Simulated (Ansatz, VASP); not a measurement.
## Pd: VASP beside Ansatz

Contents of INCAR:

```
  PREC = Accurate
  ENCUT = 520
  EDIFF = 1E-7
  ISMEAR = -1
  SIGMA = 0.05
  LREAL = False
  LASPH = True
  NELM = 150
  ALGO = Normal
  ISIF = 2
  LWAVE = False
  LCHARG = False
  ISPIN = 2
  MAGMOM = 0.349 0.349
  LORBIT = 11
  LMAXMIX = 4
  GGA = RE
  NBANDS = 21
```

The input KPOINTS:

```
regular mesh
0
Gamma
  15 15 8
```

POSCAR

```
Pd
1.0
    2.8934536160      0.0000000000      0.0000000000
   -1.4467268080      2.5058043361      0.0000000000
    0.0000000000      0.0000000000      4.8591051780
Pd
2
Direct
    0.3333333333      0.6666666667      0.2500000000
    0.6666666667      0.3333333333      0.7500000000
```

Input for Ansatz:

```yaml
crystal:
  lattice:
    - [2.893453616, 0.0, 0.0]
    - [-1.446726808, 2.5058043361, 0.0]
    - [0.0, 0.0, 4.859105178]
  atoms:
    - { symbol: Pd, position: [0.3333333333, 0.6666666667, 0.25], spin: 0.349 }
    - { symbol: Pd, position: [0.6666666667, 0.3333333333, 0.75], spin: 0.349 }
hamiltonian:
  xc: revpbe
  pseudopotentials:
    kind: paw
    azcp:
      Pd: "pseudopotentials/Pd.paw.azcp"
basis:
  ecutwfc: 420
  fft_grid_basis: typed
kpoints:
  mp_grid: { grid: [15, 15, 8], shift: [0, 0, 0] }
magnetization:
  spin_polarized: true
scf:
  occupations: { method: fermi_dirac, width: 0.05 }
  lower_state_search: "off"
output:
  stress: true
  write_density: true
  write_potential: true
  elf: true
  volumetric_format: npy
```

Alike in both runs: task single point; functional revPBE; k mesh 15 × 15 × 8; occupations fermi-dirac, width 0.05 eV; collinear spin.

```csv
,VASP,Ansatz
version,VASP 6.6.1,Ansatz 0.2.0
potentials or method,"VASP PAW PBE potentials, release 64 (Pd), cutoff 520 eV","plane waves (420 eV) with PAW, scalar-relativistic"
valence electrons in the cell,20,36
```

|  | VASP | Ansatz | Ansatz less VASP |
| --- | --- | --- | --- |
| pressure (GPa) | -12.4 | -12.3 | +0.12 |
| traceless stress, the component that is largest in VASP (GPa) | -0.39 | -0.36 | +0.033 |
| net moment per atom (μB) | 0.39 | 0.39 | 0.000 |
| size of the moment on the site where the two differ most (μB) | 0.39 | 0.40 | +0.007 |

VASP's potentials were made for PBE, not for revPBE. Site moments also hang on the region over which each program counts them. VASP's potentials hold 20 valence electrons a cell and Ansatz's 36, so a difference there can come from the potentials and not from the codes.
